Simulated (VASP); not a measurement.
Write the native input for VASP 6.6.1 that does the following.

```yaml
Task: single point
Functional: PBE
Potentials_or_basis: VASP PAW PBE potentials, release 64 (Mo_sv, Te)
Cutoff: 500 eV
k_mesh: 6 × 6 × 3
Occupations: gaussian, width 0.05 eV
Spin: collinear spin, ferromagnetic start
Starting_moments: "[2.0, 0.0, 0.0] μB"
Hubbard_terms: Mo d U = 4.0 eV, J = 0.5 eV
Dipole_correction: no
LDAUTYPE: 1
Hund's_J: 0.5
Further_INCAR_settings: ALGO = Normal; EDIFF = 1e-06; NBANDS = 24
```

The structure of Te2Mo lies in POSCAR:

```
Te2Mo
1.0
    4.0201319500      0.0000000000      0.0000000000
   -2.0100659700      3.4815363900      0.0000000000
    0.0000000000      0.0000000000      6.4853072000
Mo Te
1 2
Direct
    0.0000000000      0.0000000000      0.0000000000
    0.3333333333      0.6666666667      0.2520000000
    0.6666666667      0.3333333333      0.7480000000
```

These files were run (other wordings do the same):

INCAR

```
PREC = Accurate
ENCUT = 500
EDIFF = 1E-6
ISMEAR = 0
SIGMA = 0.05
LREAL = False
LASPH = True
NELM = 200
ALGO = Normal
ISIF = 2
LWAVE = False
LCHARG = False
ISPIN = 2
MAGMOM = 2 0 0
LORBIT = 11
LMAXMIX = 4
LDAU = True
LDAUTYPE = 1
LDAUL = 2 -1
LDAUU = 4 0
LDAUJ = 0.5 0
LDAUPRINT = 1
GGA = PE
NBANDS = 24
GGA_COMPAT = False
```

KPOINTS

```
Automatic mesh
0
Gamma
  6 6 3
```

Potentials or basis: VASP PAW PBE potentials, release 64 (Mo_sv, Te).

The run is started by

```console
$ cat potpaw_PBE.64/Mo_sv/POTCAR potpaw_PBE.64/Te/POTCAR > POTCAR
$ mpirun -np 1 vasp_std > vasp.out
```

It gave:

* Pressure: -0.4 GPa
* Largest force: 0.113 eV/Å
* Net moment: 2.34 μB per cell
* Site moments: Mo +2.54; Te -0.17 μB
* Valence electrons inside the program's atomic spheres: Mo 12.18; Te 3.38

Caveat: this functional lacks dispersion, which binds the layers, so the pressure and a relaxed spacing across them are unreliable; the U is typed as a test and isn't derived for this compound.

Run time: 76 s on 1 thread of Intel(R) Xeon(R) Platinum 8259CL CPU @ 2.50GHz (Skylake/Cascade Lake), on a shared host, peak memory 0.25 GiB.
